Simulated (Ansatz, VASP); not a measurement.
One calculation of AlN, two programs

```
CELL_PARAMETERS angstrom
3.09847 0.00000 0.00000
-1.54923 2.68335 0.00000
0.00000 0.00000 4.96712
ATOMIC_POSITIONS crystal
Al 0.33333 0.66667 0.00014
Al 0.66667 0.33333 0.50014
N 0.33333 0.66667 0.38186
N 0.66667 0.33333 0.88186
```

Change from the starting cell: strained cell.

Alike in both runs: functional PBE; k mesh 9 × 9 × 4; occupations gaussian, width 0.02 eV; no spin polarisation.

Ansatz relaxed the structure, and its values are those at the end. VASP's run is a single point on that final structure, the one shown.

```csv
,VASP,Ansatz
version,VASP 6.6.1,Ansatz 0.2.0
potentials or method,"VASP PAW PBE potentials, release 64 (Al, N), cutoff 600 eV","scalar-relativistic, plane waves, PAW"
valence electrons in the cell,16,16
```

|  | VASP | Ansatz | Ansatz less VASP |
| --- | --- | --- | --- |
| gap on the k mesh at the Fermi level (eV) | 4.31 | 4.30 | -0.011 |
| least direct gap on the mesh (eV) | 4.31 | 4.30 | -0.011 |
| pressure (GPa) | 5.9 | 6.2 | +0.29 |

Ansatz's warnings: stress scf threshold loose.
